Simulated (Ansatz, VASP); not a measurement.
# Two plane-wave programs on Zn

File INCAR:

```
  ALGO = Normal
  EDIFF = 1E-6
  EDIFFG = -0.01
  ENCUT = 600
  IBRION = 2
  ISIF = 3
  ISMEAR = -1
  LASPH = True
  LCHARG = False
  LREAL = False
  LWAVE = False
  NELM = 100
  NSW = 80
  PREC = Accurate
  SIGMA = 0.1
```

File KPOINTS:

```
k-points
0
Gamma
  10 10 10
```

POSCAR

```
Zn
1.0
    0.0000000000      2.7383746181      2.7383746181
    2.7383746181      0.0000000000      2.7383746181
    2.7383746181      2.7383746181      0.0000000000
Zn
2
Direct
    0.1250000000      0.1250000000      0.1250000000
    0.8750000000      0.8750000000      0.8750000000
```

Input for Ansatz:

```yaml
crystal:
  lattice:
    - [0.0, 2.7383746181, 2.7383746181]
    - [2.7383746181, 0.0, 2.7383746181]
    - [2.7383746181, 2.7383746181, 0.0]
  atoms:
    - { symbol: Zn, position: [0.125, 0.125, 0.125] }
    - { symbol: Zn, position: [0.875, 0.875, 0.875] }
hamiltonian:
  xc: lda
  pseudopotentials:
    kind: paw
    azcp:
      Zn: "pseudopotentials/Zn.paw.azcp"
basis:
  ecutwfc: 420
  fft_grid_basis: typed
kpoints:
  mp_grid: { grid: [10, 10, 10], shift: [0, 0, 0] }
magnetization:
  spin_polarized: false
scf:
  occupations: { method: fermi_dirac, width: 0.1 }
relax:
  max_steps: 60
  f_tol: 0.01
  cell: {}
output:
  write_density: true
  write_potential: true
  elf: true
  volumetric_format: npy
```

Alike in both runs: task relaxation of cell and atoms; functional LDA; k mesh 10 × 10 × 10; occupations fermi-dirac, width 0.1 eV; no spin polarisation.

|  | VASP | Ansatz |
| --- | --- | --- |
| version | VASP 6.6.1 | Ansatz 0.2.0 |
| potentials or method | VASP PAW LDA potentials, release 64 (Zn), cutoff 600 eV | plane waves (420 eV) with PAW, scalar-relativistic |
| valence electrons in the cell | 24 | 24 |

Ansatz gave:

* relaxed volume (Å³/atom): 21.36
* relaxed cell length with the largest relative difference (Å): 3.924

Estimate VASP's values.

relaxed volume (Å³/atom): 21.51; relaxed cell length with the largest relative difference (Å): 3.933.

Ansatz warns that its potentials were made for another functional, while VASP's fit it. LDA's correlation is that of Perdew and Zunger in VASP and of Perdew and Wang (1992) in Ansatz.
